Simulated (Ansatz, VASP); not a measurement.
# Two plane-wave programs on W

The input INCAR:

```
PREC     = Accurate       # precision mode
ENCUT    = 520            # plane-wave cutoff, eV
EDIFF    = 1E-7           # SCF threshold, eV
ISMEAR   = 0              # smearing method
SIGMA    = 0.15           # smearing width, eV
LREAL    = False          # projectors in reciprocal space
LASPH    = True           # aspherical terms in the spheres
NELM     = 80             # most SCF steps
ALGO     = Fast           # electronic algorithm
ISIF     = 2              # what is computed and relaxed
LWAVE    = False          # write WAVECAR
LCHARG   = True           # write CHGCAR
GGA      = CA             # functional
LELF     = True           # ELF
LVHAR    = True         
NBANDS   = 13             # bands
```

KPOINTS

```
regular mesh
0
Gamma
  22 22 22
```

File POSCAR:

```
W
1.0
    0.0000000000      2.1172867273      1.6366626402
    2.1172867273      0.0000000000      1.6366626402
    2.1172867273      2.1172867273      0.0000000000
W
1
Direct
    0.0000000000      0.0000000000      0.0000000000
```

Input for Ansatz:

```yaml
crystal:
  lattice:
    - [0.0, 2.1172867273, 1.6366626402]
    - [2.1172867273, 0.0, 1.6366626402]
    - [2.1172867273, 2.1172867273, 0.0]
  atoms:
    - { symbol: W, position: [0.0, 0.0, 0.0] }
basis:
  ecutwfc: 420
kpoints:
  mp_grid: { grid: [22, 22, 22] }
hamiltonian:
  xc: lda
  pseudopotentials: { kind: paw, azcp: { folder: soft_1 } }
scf:
  occupations: { method: gaussian, width: 0.15 }
output:
  forces: true
  stress: true
  eigenvalues: true
```

Alike in both runs: task single point; functional LDA; k mesh 22 × 22 × 22; occupations gaussian, width 0.15 eV; no spin polarisation.

|  | VASP | Ansatz |
| --- | --- | --- |
| version | VASP 6.6.1 | Ansatz 0.2.0 |
| potentials or method | VASP PAW LDA potentials, release 64 (W_sv), cutoff 520 eV | scalar-relativistic, plane waves, PAW |
| valence electrons in the cell | 14 | 14 |

|  | VASP | Ansatz | Ansatz less VASP |
| --- | --- | --- | --- |
| gap on the k mesh at the Fermi level (eV) | none | none | - |
| pressure (GPa) | 21.9 | 19.6 | -2.27 |
| traceless stress, the component that is largest in VASP (GPa) | -19.70 | -19.66 | +0.039 |

Ansatz warns that its potentials were made for another functional, while VASP's fit it. LDA's correlation is that of Perdew and Zunger in VASP and of Perdew and Wang (1992) in Ansatz. A gap of «none» marks a metal or a gap that the smearing closes.

Spin-orbit coupling is off throughout.
